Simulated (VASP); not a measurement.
A run of VASP 6.6.1:

POSCAR

```
HfSiO4
1.0
   -3.2908231527      3.2908231527      3.0156266350
    3.2908231527     -3.2908231527      3.0156266350
    3.2908231527      3.2908231527     -3.0156266350
Hf Si O
2 2 8
Direct
    0.0000000000      0.0000000000      0.0000000000
    0.7500000000      0.2500000000      0.5000000000
    0.2500000000      0.7500000000      0.5000000000
    0.5000000000      0.5000000000      0.0000000000
    0.1356640437      0.3201636456      0.8155003982
    0.0701636456      0.7546632474      0.6844996018
    0.0701636456      0.3856640437      0.3155003982
    0.5046632474      0.3201636456      0.1844996018
    0.6798363544      0.4953367526      0.8155003982
    0.6143359563      0.9298363544      0.6844996018
    0.2453367526      0.9298363544      0.3155003982
    0.6798363544      0.8643359563      0.1844996018
```

INCAR.step1

```
PREC = Accurate
ENCUT = 520
ISMEAR = 0
SIGMA = 0.01
LREAL = False
LASPH = True
NELM = 100
NBANDS = 50
GGA = PE
ALGO = Normal
EDIFF = 1E-4
LWAVE = True
LCHARG = False
```

The input INCAR.step2:

```
PREC = Accurate
ENCUT = 520
EDIFF = 1E-6
ISMEAR = 0
SIGMA = 0.01
LREAL = False
LASPH = True
NELM = 100
ALGO = Normal
ISIF = 2
LWAVE = False
LCHARG = True
METAGGA = R2SCAN
LMIXTAU = True
LELF = True
LVHAR = True
NBANDS = 50
ISTART = 1
```

The input KPOINTS:

```
regular mesh
0
Gamma
  6 6 6
```

Potentials or basis: VASP PAW PBE potentials, release 64 (Hf_pv, Si, O).

Command:

```bash
$ cat potpaw_PBE.64/Hf_pv/POTCAR potpaw_PBE.64/Si/POTCAR potpaw_PBE.64/O/POTCAR > POTCAR
$ cp INCAR.step1 INCAR
$ mpirun -np 1 vasp_std > vasp.out
$ cp INCAR.step2 INCAR
$ mpirun -np 1 vasp_std > vasp.out
```

Hardware: 1 thread of Intel(R) Xeon(R) Platinum 8488C (Sapphire Rapids), with other jobs on the host.

Q: How long does it take, and how much memory?

A: Run time: 12 min on 1 thread of Intel(R) Xeon(R) Platinum 8488C (Sapphire Rapids), with other jobs on the host, peak memory 0.37 GiB. Counts: k points 30.
